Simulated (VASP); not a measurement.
Runs of VASP 6.6.1 on Ge3N. The structure is that of space group R-3m (No. 166), or close to it. The cells are those of the table. The cell was built from a structure type or drawn by symmetry, and may not be a known phase.

```csv
task,cell,k mesh,cutoff (eV),gap on the mesh (eV),pressure (GPa),relaxed volume (Å³/atom)
single point,"a = 4.523 Å, angles 70.6°, 4 atoms",6 × 6 × 6,520,none,0.1,-
single point,"a = 4.529 Å, angles 70.2°, 4 atoms",12 × 12 × 12,520,none,0.0,-
relaxation of cell and atoms,"relaxed from a = 4.240 Å, angles 79.5°, 4 atoms",6 × 6 × 6,600,none,-0.1,19.93
single point,"a = 4.240 Å, angles 79.5°, 4 atoms",6 × 6 × 6,520,none,(a),-
relaxation of cell and atoms,"relaxed from a = 4.523 Å, angles 70.6°, 4 atoms",12 × 12 × 12,600,none,0.0,19.89
```

Alike in all rows: level PBE; potentials or basis VASP PAW PBE potentials, release 64 (Ge_d, N); no spin polarisation; smearing gaussian 0.1 eV.

Task: Fill in the values left out.

Result: (a) 8.9.

Caveats: the cell stands under pressure (at least some runs).

A k mesh can miss the band edges, and the runs leave out spin-orbit coupling on Ge.

A gap of «none» marks levels without a gap at the run's occupations.
